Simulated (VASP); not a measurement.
A run of VASP 6.6.1 is set up as follows.

INCAR

```
SYSTEM = HgTe
PREC = Accurate
ENCUT = 600
EDIFF = 1E-7
ISMEAR = 0
SIGMA = 0.1
LREAL = .False.
LASPH = .True.
NELM = 60
ALGO = Normal
ISIF = 3
LWAVE = .False.
LCHARG = .False.
GGA = PE
IBRION = 2
NSW = 100
EDIFFG = -0.01
```

Contents of KPOINTS:

```
regular mesh
0
Gamma
  16 16 16
  0 0 0
```

The input POSCAR:

```
HgTe
1.0
    0.0000000000      3.0760757108      3.0760757108
    3.0760757108      0.0000000000      3.0760757108
    3.0760757108      3.0760757108      0.0000000000
Hg Te
1 1
Direct
    0.5000000000      0.5000000000      0.5000000000
    0.0000000000      0.0000000000      0.0000000000
```

Potentials or basis: VASP PAW PBE potentials, release 64 (Hg, Te).

Command:

```bash
$ cat potpaw_PBE.64/Hg/POTCAR potpaw_PBE.64/Te/POTCAR > POTCAR
$ mpirun -np 1 vasp_std > vasp.out
```

(1) What does it give for the relaxed cell?

(2) Predict the space group after relaxing (to 0.1 Å).

Answers

(1) a = 4.347 Å, b = 4.347 Å, c = 4.347 Å, α = 60.00°, β = 60.00°, γ = 60.00°.

(2) Fm-3m (No. 225).
